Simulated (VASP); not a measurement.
# Pb (C2/m) in VASP: notebook

Aim: see how the results for Pb move with the level of theory and the settings. Levels: PBEsol, PBEsol+D3(BJ). Tasks: single point.

Everything below comes from runs of VASP 6.6.1. Logs are shortened: lines on timing, memory, paths and dates and some standing lists are left out, and cuts for length are marked.

## 1. The cell of the first run

The structure is monoclinic, space group C2/m (No. 12). Conventional cell: a = 5.421 Å, b = 3.158 Å, c = 3.189 Å, α = 90.00°, β = 125.55°, γ = 90.00°. Pb (site symmetry 2/m) has 12 Pb at 3.14 to 3.19 Å within 4.1 Å.

## 2. Single point, PBEsol

Input file INCAR:

```
SYSTEM = Pb
PREC = Accurate
ENCUT = 520
EDIFF = 1E-6
ISMEAR = -1
SIGMA = 0.05
LREAL = .FALSE.
LASPH = .TRUE.
NELM = 100
ALGO = Normal
ISIF = 2
LWAVE = .FALSE.
LCHARG = .FALSE.
GGA = PS
NBANDS = 21
```

Input file KPOINTS:

```
Automatic mesh
0
G
  9 9 5
  0 0 0
```

Input file POSCAR:

```
Pb
1.0
    2.6915356922     -1.5791503582     -0.4719334195
    2.6915356922      1.5791503582     -0.4719334195
   -2.8204976934      0.0000000000      5.7209438915
Pb
2
Direct
    0.9999560028      0.9999560028      0.7499811172
    0.0000439972      0.0000439972      0.2500188828
```

Potentials or basis: VASP PAW PBE potentials, release 64 (Pb_d).

Launch:

```console
$ cat potpaw_PBE.64/Pb_d/POTCAR > POTCAR
$ mpirun -np 1 vasp_std > vasp.out
```

OUTCAR:

```text
SYSTEM = Pb
   PREC = Accurate
   ENCUT = 520
   EDIFF = 1E-6
   ISMEAR = -1
   LREAL = .FALSE.
   LASPH = .TRUE.
   NELM = 100
   ISIF = 2
   GGA = PS

 ion  position               nearest neighbor table
   1  1.000  1.000  0.750-   2 3.14   2 3.14   2 3.14   2 3.14   2 3.19   2 3.19
   2  0.000  0.000  0.250-   1 3.14   1 3.14   1 3.14   1 3.14   1 3.19   1 3.19

  Warning from LATTYP: Got some problem with cell dimensions!
  Tried to take original basis but could not verify dimensions!
  LATTYP: Found a base centered monoclinic cell.
 ALAT       =     5.4651936964
 B/A-ratio  =     0.5778936469
 C/A-ratio  =     0.9919137449
 COS(beta)  =    -0.3134184759

  Lattice vectors:

 A1 = (  -2.6915356922,   1.5791503582,   0.4719334195)
 A2 = (  -2.6915356922,  -1.5791503582,   0.4719334195)
 A3 = (   2.5625736910,   0.0000000000,   4.7770770525)

Analysis of symmetry for initial positions (statically):
=====================================================================
 Subroutine PRICEL returns:
 Original cell was already a primitive cell.

 Routine SETGRP: Setting up the symmetry group for a
 base centered monoclinic supercell.

 Subroutine GETGRP returns: Found  4 space group operations
 (whereof  4 operations were pure point group operations)
 out of a pool of  4 trial point group operations.

The static configuration has the point symmetry C_2h.

Analysis of symmetry for dynamics (positions and initial velocities):
=====================================================================
 Subroutine PRICEL returns:
 Original cell was already a primitive cell.

 Routine SETGRP: Setting up the symmetry group for a
 base centered monoclinic supercell.

 Subroutine GETGRP returns: Found  4 space group operations
 (whereof  4 operations were pure point group operations)
 out of a pool of  4 trial point group operations.

The dynamic configuration has the point symmetry C_2h.

 Subroutine INISYM returns: Found  4 space group operations
 (whereof  4 operations are pure point group operations),
 and found     1 'primitive' translations

----------------------------------------------------------------------------------------

                                     Primitive cell

  volume of cell :      44.4279
[... 81 lines left out ...]
   ISTART =      0    job   : 0-new  1-cont  2-samecut
   ICHARG =      2    charge: 1-file 2-atom 10-const
   ISPIN  =      1    spin polarized calculation?
   LNONCOLLINEAR =      F non collinear calculations
   LSORBIT =      F    spin-orbit coupling
   LASPH  =      T    aspherical Exc in radial PAW
   ENCUT  =  520.0 eV  38.22 Ry    6.18 a.u.   5.87  5.87 11.86*2*pi/ulx,y,z
   NELM   =    100;   NELMIN=  2; NELMDL= -5     # of ELM steps
   EDIFF  = 0.1E-05   stopping-criterion for ELM
   LREAL  =      F    real-space projection
   EDIFFG = 0.1E-04   stopping-criterion for IOM
   NSW    =      0    number of steps for IOM
   IBRION =     -1    ionic relax: 0-MD 1-quasi-New 2-CG
   NFREE  =      0    steps in history (QN), initial steepest desc. (CG)
   ISIF   =      2    stress and relaxation
   ISYM   =      2    0-nonsym 1-usesym 2-fastsym
   POTIM  = 0.5000    time-step for ionic-motion
   TEBEG  =    0.0;   TEEND  =   0.0 temperature during run
   PSTRESS=    0.0 pullay stress
   NELECT =      28.0000    total number of electrons
   NUPDOWN=      -1.0000    fix difference up-down
   EMIN   =  10.00;   EMAX   =-10.00  energy-range for DOS
   EFERMI =   0.00;   METHOD = LEGACY
   ISMEAR =    -1;   SIGMA  =   0.05  broadening in eV -4-tet -1-fermi 0-gaus
   EFERMI_NEDOS =   21; number of points for ismear=-14 and -15
   IALGO  =     38    algorithm
   IMIX   =      4    mixing-type and parameters
     AMIX     =   0.40;   BMIX     =  1.00
     AMIX_MAG =   1.60;   BMIX_MAG =  1.00
  volume/ion in A,a.u.               =      22.21       149.91
  Fermi-wavevector in a.u.,A,eV,Ry     =   1.403596  2.652412 26.804591  1.970082
  Thomas-Fermi vector in A             =   2.526242
   LORBIT       =      0    0 simple, 1 ext, 2 COOP (PROOUT), +10 PAW based schemes
   GGA     = PS    functional components
   LHFCALC =     F    Hartree Fock is set to
   AEXX    =    0.0000 exact exchange contribution
   IVDW    =     0    specifies the selected vdW correction
   LEPSILON=     F    determine dielectric tensor
   LRPA    =     F    only Hartree local field effects (RPA)
 non-spin polarized calculation
  energy-cutoff  :      520.00
  volume of cell :       44.43
 maximum number of plane-waves:      1207
   NGX = 11   NGY = 11   NGZ = 23

 number of electron      28.0000000 magnetization

 Free energy of the ion-electron system (eV)
  ---------------------------------------------------
  ext. energy  EPLUGINS =         0.00000000
  ---------------------------------------------------
  free energy    TOTEN  =        -6.91936764 eV

  energy without entropy =       -6.91243617  energy(sigma->0) =       -6.91590190

 E-fermi :  11.2806     XC(G=0): -11.9305

 val. band max:       11.2629996116   @ k =  -0.3333   0.1111   0.4000
 cond. band min:      11.2922259456   @ k =  -0.1111  -0.3333   0.2000
 fundamental gap:      0.0292263340
 Fermi energy:        11.2805629386

 k-point     1 :       0.0000    0.0000    0.0000
  band No.  band energies     occupation
      1      -6.4659      2.00000
      2      -6.2851      2.00000
      3      -6.2638      2.00000
      4      -6.2368      2.00000
      5      -6.2333      2.00000
      6      -6.2286      2.00000
[... 565 lines left out ...]
     20      18.9640      0.00000
     21      20.2907      0.00000

 [... further k-points ...]

------------------------ aborting loop because EDIFF is reached ----------------------------------------

  FORCE on cell =-STRESS in cart. coord.  units (eV):
  Direction    XX          YY          ZZ          XY          YZ          ZX
  --------------------------------------------------------------------------------------
  -------------------------------------------------------------------------------------
  Total        8.2900855      8.2757285      8.2797586      0.0000000      0.0000000     -0.0033897
  in kB      298.9602613    298.4425155    298.5878505      0.0000000      0.0000000     -0.1222392
  external PRESSURE =     298.6635424 kB  Pullay stress =       0.0000000 kB

 VOLUME and BASIS-vectors are now :
 -----------------------------------------------------------------------------
  energy-cutoff  :      520.00
  volume of cell :       44.43
      direct lattice vectors                 reciprocal lattice vectors
     2.691535692 -1.579150358 -0.471933420     0.203345725 -0.316625961  0.100252014
     2.691535692  1.579150358 -0.471933420     0.203345725  0.316625961  0.100252014
    -2.820497693  0.000000000  5.720943892     0.033548885  0.000000000  0.191336355

 POSITION                                       TOTAL-FORCE (eV/Angst)
 -----------------------------------------------------------------------------------
      3.26751      0.00000      3.34677         0.000645      0.000000      0.001631
     -0.70494      0.00000      1.43030        -0.000645      0.000000     -0.001631
 -----------------------------------------------------------------------------------
    total drift:                                0.000000     -0.000000     -0.000000

  FREE ENERGIE OF THE ION-ELECTRON SYSTEM (eV)
  ---------------------------------------------------
  free  energy   TOTEN  =        -6.9193676402 eV

  energy  without entropy=       -6.9124361684  energy(sigma->0) =       -6.91590190
```

stdout:

```text
POSCAR found type information on POSCAR Pb
 POSCAR found :  1 types and       2 ions
 scaLAPACK will be used
 -----------------------------------------------------------------------------
|                                                                             |
|                                                                             |
|     You enforced a specific xc type in the INCAR file but a different       |
|     I HOPE YOU KNOW WHAT YOU ARE DOING!                                     |
|                                                                             |
 -----------------------------------------------------------------------------

 LDA part: xc-table for (Slater+PW92), standard interpolation
 POSCAR, INCAR and KPOINTS ok, starting setup
 FFT: planning ... GRIDC
 FFT: planning ... GRID_SOFT
 FFT: planning ... GRID
 WAVECAR not read
 entering main loop
```

Run time: 31 s. Hardware: 1 thread of Intel Xeon 6975P-C (Granite Rapids), shared host; peak memory 0.22 GiB.

Results:

| Item | Value |
| --- | --- |
| Free energy | -6.9194 eV |
| Pressure | 29.9 GPa |
| Band gap on the k mesh | zero (band 14 reaches 18.52 eV, above the bottom of band 15 at 9.06 eV) |

Caveat: the PAW data sets were made with another functional, which shifts forces and pressure a little; spin-orbit coupling is left out, which moves the levels of the heavy elements.

## 3. Single point, PBEsol

This run uses another cell than the first one, of 23.73 Å³/atom, 1.068 times its volume.

Input file INCAR:

```
SYSTEM = Pb
PREC = Accurate ; ENCUT = 520
EDIFF = 1E-6 ; ISMEAR = -1
SIGMA = 0.05 ; LREAL = .FALSE.
LASPH = .TRUE. ; NELM = 80
ALGO = Normal ; ISIF = 2
LWAVE = .FALSE. ; LCHARG = .FALSE.
GGA = PS ; NBANDS = 21
```

Input file KPOINTS:

```
regular mesh
0
G
  9 9 5
  0 0 0
```

Input file POSCAR:

```
Pb
1.0
    2.7658205764     -1.6104892798     -0.4744080433
    2.7658205764      1.6104892798     -0.4744080433
   -2.8771783685      0.0000000000      5.8206188047
Pb
2
Direct
    1.0000124578      1.0000124578      0.7500012944
   -0.0000124578     -0.0000124578      0.2499987056
```

Potentials or basis: VASP PAW PBE potentials, release 64 (Pb_d).

Launch:

```console
$ cat potpaw_PBE.64/Pb_d/POTCAR > POTCAR
$ mpirun -np 1 vasp_std > vasp.out
```

OUTCAR:

```text
SYSTEM = Pb
   PREC = Accurate
   ENCUT = 520
   EDIFF = 1E-6
   ISMEAR = -1
   LREAL = .FALSE.
   LASPH = .TRUE.
   NELM = 80
   ISIF = 2
   GGA = PS

 ion  position               nearest neighbor table
   1  0.000  0.000  0.750-   2 3.21   2 3.21   2 3.21   2 3.21   2 3.25   2 3.25
   2  1.000  1.000  0.250-   1 3.21   1 3.21   1 3.21   1 3.21   1 3.25   1 3.25

  Warning from LATTYP: Got some problem with cell dimensions!
  Tried to take original basis but could not verify dimensions!
  LATTYP: Found a base centered monoclinic cell.
 ALAT       =     5.6124242364
 B/A-ratio  =     0.5739014771
 C/A-ratio  =     0.9885264446
 COS(beta)  =    -0.3231140130

  Lattice vectors:

 A1 = (  -2.7658205764,   1.6104892798,   0.4744080433)
 A2 = (  -2.7658205764,  -1.6104892798,   0.4744080433)
 A3 = (   2.6544627843,   0.0000000000,   4.8718027181)

Analysis of symmetry for initial positions (statically):
=====================================================================
 Subroutine PRICEL returns:
 Original cell was already a primitive cell.

[... 164 lines left out ...]
  free energy    TOTEN  =        -7.38675252 eV

  energy without entropy =       -7.37977744  energy(sigma->0) =       -7.38326498

 E-fermi :  10.2599     XC(G=0): -11.5774

 val. band max:       10.2453034776   @ k =   0.4444   0.1111   0.4000
 cond. band min:      10.2988396900   @ k =  -0.1111  -0.3333   0.2000
 fundamental gap:      0.0535362124
 Fermi energy:        10.2598862779

 k-point     1 :       0.0000    0.0000    0.0000
  band No.  band energies     occupation
      1      -7.2412      2.00000
      2      -7.1084      2.00000
      3      -7.0908      2.00000
      4      -7.0798      2.00000
      5      -7.0780      2.00000
      6      -7.0609      2.00000
[... 565 lines left out ...]
     20      17.7676      0.00000
     21      19.3633      0.00000

 [... further k-points ...]

------------------------ aborting loop because EDIFF is reached ----------------------------------------

  FORCE on cell =-STRESS in cart. coord.  units (eV):
  Direction    XX          YY          ZZ          XY          YZ          ZX
  --------------------------------------------------------------------------------------
  -------------------------------------------------------------------------------------
  Total        5.8861676      5.8827495      5.8806570      0.0000000      0.0000000     -0.0023615
  in kB      198.7191388    198.6037418    198.5331003      0.0000000      0.0000000     -0.0797248
  external PRESSURE =     198.6186603 kB  Pullay stress =       0.0000000 kB

 VOLUME and BASIS-vectors are now :
 -----------------------------------------------------------------------------
  energy-cutoff  :      520.00
  volume of cell :       47.46
      direct lattice vectors                 reciprocal lattice vectors
     2.765820576 -1.610489280 -0.474408043     0.197525644 -0.310464656  0.097638504
     2.765820576  1.610489280 -0.474408043     0.197525644  0.310464656  0.097638504
    -2.877178369  0.000000000  5.820618805     0.032198554  0.000000000  0.187719042

 POSITION                                       TOTAL-FORCE (eV/Angst)
 -----------------------------------------------------------------------------------
     -2.15782      0.00000      4.36546        -0.000126      0.000000     -0.000091
      4.81228      0.00000      0.50634         0.000126      0.000000      0.000091
 -----------------------------------------------------------------------------------
    total drift:                                0.000000     -0.000000     -0.000000

  FREE ENERGIE OF THE ION-ELECTRON SYSTEM (eV)
  ---------------------------------------------------
  free  energy   TOTEN  =        -7.3867525200 eV

  energy  without entropy=       -7.3797774449  energy(sigma->0) =       -7.38326498
```

stdout:

```text
POSCAR found type information on POSCAR Pb
 POSCAR found :  1 types and       2 ions
 scaLAPACK will be used
 -----------------------------------------------------------------------------
|                                                                             |
|                                                                             |
|     You enforced a specific xc type in the INCAR file but a different       |
|     I HOPE YOU KNOW WHAT YOU ARE DOING!                                     |
|                                                                             |
 -----------------------------------------------------------------------------

 LDA part: xc-table for (Slater+PW92), standard interpolation
 POSCAR, INCAR and KPOINTS ok, starting setup
 FFT: planning ... GRIDC
 FFT: planning ... GRID_SOFT
 FFT: planning ... GRID
 WAVECAR not read
 entering main loop
```

Run time: 36 s. Hardware: 1 thread of Intel Xeon 6975P-C (Granite Rapids), shared host; peak memory 0.22 GiB.

Results:

```yaml
Free_energy: -7.3868 eV
Pressure: 19.9 GPa
Band_gap_on_the_k_mesh: zero (band 14 reaches 17.22 eV, above the bottom of band 15 at 8.17 eV)
```

Levels at points of the mesh, in eV from the Fermi level:
```csv
k point,band 10,band 11,band 12,band 13,band 14,band 15,band 16,band 17,band 18,band 19
"(0.00, 0.00, 0.00)",-16.78,-13.77,-8.38,-5.64,6.87,6.93,9.07,9.17,9.50,9.50
```

Caveat: the PAW data sets were made with another functional, which shifts forces and pressure a little; spin-orbit coupling is left out, which moves the levels of the heavy elements.

## 4. Single point, PBEsol

This run uses another cell than the first one, of 25.95 Å³/atom, 1.168 times its volume.

Input file INCAR:

```
SYSTEM = Pb
ALGO     = Fast           ! electronic algorithm
EDIFF    = 1E-6           ! SCF threshold, eV
ENCUT    = 520            ! plane-wave cutoff, eV
GGA      = PS             ! functional
ISIF     = 2              ! what is computed and relaxed
ISMEAR   = -1             ! smearing method
LASPH    = .TRUE.         ! aspherical terms in the spheres
LCHARG   = .FALSE.        ! write CHGCAR
LREAL    = .FALSE.        ! projectors in reciprocal space
LWAVE    = .FALSE.        ! write WAVECAR
NBANDS   = 21             ! bands
NELM     = 100            ! most SCF steps
PREC     = Accurate       ! precision mode
SIGMA    = 0.05           ! smearing width, eV
```

Input file KPOINTS:

```
k-points
0
G
  9 9 5
  0 0 0
```

Input file POSCAR:

```
Pb
1.0
    2.8542915940     -1.6626547898     -0.5019553233
    2.8542915940      1.6626547898     -0.5019553233
   -2.9940292874      0.0000000000      5.9954126225
Pb
2
Direct
    1.0000543935      1.0000543935      0.7499928883
   -0.0000543935     -0.0000543935      0.2500071117
```

Launch:

```console
$ cat potpaw_PBE.64/Pb_d/POTCAR > POTCAR
$ mpirun -np 1 vasp_std > vasp.out
```

It took 75 s on 1 thread of Intel Xeon 6975P-C (Granite Rapids), shared host; peak memory 0.25 GiB.

It converged, with:

| Item | Value |
| --- | --- |
| Free energy | -7.7925 eV |
| Pressure | 9.9 GPa |
| Band gap on the k mesh | zero (band 14 reaches 15.45 eV, above the bottom of band 15 at 7.17 eV) |

Levels at points of the mesh, in eV from the Fermi level:
```csv
k point,band 10,band 11,band 12,band 13,band 14,band 15,band 16,band 17,band 18,band 19
"(0.00, 0.00, 0.00)",-16.71,-12.95,-8.18,-5.04,6.25,6.38,8.28,8.78,8.90,9.20
```

Caveat: the PAW data sets were made with another functional, which shifts forces and pressure a little; spin-orbit coupling is left out, which moves the levels of the heavy elements.

[end of part 1 of 2]
